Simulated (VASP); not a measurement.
Set up this calculation in VASP 6.6.1, as the native input.

- Task: single point
- Functional: LDA
- Potentials or basis: VASP PAW LDA potentials, release 64 (Zn)
- Cutoff: 520 eV
- k mesh: 7 × 7 × 3
- Occupations: fermi-dirac, width 0.05 eV
- Spin: no spin polarisation
- Dipole correction: no
- Further INCAR settings: ALGO = Fast; EDIFF = 1e-07; NBANDS = 19

The structure of Zn lies in POSCAR:

```
Zn
1.0
    2.6700000000      0.0000000000      0.0000000000
   -1.3350000000      2.3122878281      0.0000000000
    0.0000000000      0.0000000000      4.9660000000
Zn
2
Direct
    0.6666666667      0.3333333333      0.7500000000
    0.3333333333      0.6666666667      0.2500000000
```

These files were run (other wordings do the same):

INCAR

```
PREC = Accurate
ENCUT = 520
EDIFF = 1E-7
ISMEAR = -1
SIGMA = 0.05
LREAL = F
LASPH = T
NELM = 100
ALGO = Fast
ISIF = 2
LWAVE = F
LCHARG = F
GGA = CA
NBANDS = 19
```

KPOINTS

```
Automatic mesh
0
Gamma
  7 7 3
```

Potentials or basis: VASP PAW LDA potentials, release 64 (Zn).

Run with:

```sh
$ cat potpaw_LDA.64/Zn/POTCAR > POTCAR
$ mpirun -np 1 vasp_std > vasp.out
```

It gave:

| Property | Result |
| --- | --- |
| Pressure | -8.7 GPa |
| Band gap on the k mesh | zero (bands 12 and 13 overlap by 4.51 eV) |

Caveat: the k points lie up to 0.42 Å⁻¹ apart, too coarse for converged energies and pressures of a metal.

Run time: 12 s on 1 thread of Intel Xeon 8259CL (shared host), peak memory 0.13 GiB.
